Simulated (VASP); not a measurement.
Crystal: GaSb5.

```
Ga Sb
1.0
     5.94080    0.00000    0.00000
    -2.97040    5.14488    0.00000
     0.00000    0.00000    6.07030
Ga Sb
1 5
Cartesian
  0.0000 0.0000 3.0351
  2.9704 0.0000 0.0000
  -1.4852 2.5724 0.0000
  1.4852 2.5724 0.0000
  0.0000 3.4299 3.0351
  2.9704 1.7150 3.0351
```

```yaml
Program: VASP 6.6.1
Task: relaxation of cell and atoms
Functional: PBE
Potentials_or_basis: VASP PAW PBE potentials, release 64 (Ga_d, Sb)
Cutoff: 600 eV
k_mesh: 6 × 6 × 6
Occupations: gaussian, width 0.1 eV
Spin: no spin polarisation
```

At the start: pressure 0.2 GPa; volume 30.92 Å³/atom.

Task: How do energy, volume and symmetry change on relaxing?

Result: Over 6 steps the energy falls by 54.0 meV/atom and the volume is 30.79 Å³/atom (-0.4 %); space group P6/mmm (No. 191, to 0.05 Å).

The path:
| step | energy change (eV) | largest force (eV/Å) | pressure (GPa) | volume (Å³) |
| --- | --- | --- | --- | --- |
| 1 | 0.0000 | 0.0000 | 0.16 | 185.54 |
| 2 | -0.2565 | 0.0000 | -0.39 | 186.14 |
| 3 | -0.3216 | 0.0000 | -0.37 | 186.25 |
| 4 | -0.3222 | 0.0000 | -0.36 | 186.25 |
| 5 | -0.3237 | 0.0000 | 0.15 | 184.08 |
| 6 | -0.3240 | 0.0000 | 0.00 | 184.72 |

Final structure:
```
Ga Sb
1.0
     6.15882    0.00000    0.00000
    -3.07941    5.33369    0.00000
     0.00000    0.00000    5.62324
Ga Sb
1 5
Direct
  0.00000 0.00000 0.50000
  0.50000 0.00000 0.00000
  0.00000 0.50000 0.00000
  0.50000 0.50000 0.00000
  0.33333 0.66667 0.50000
  0.66667 0.33333 0.50000
```
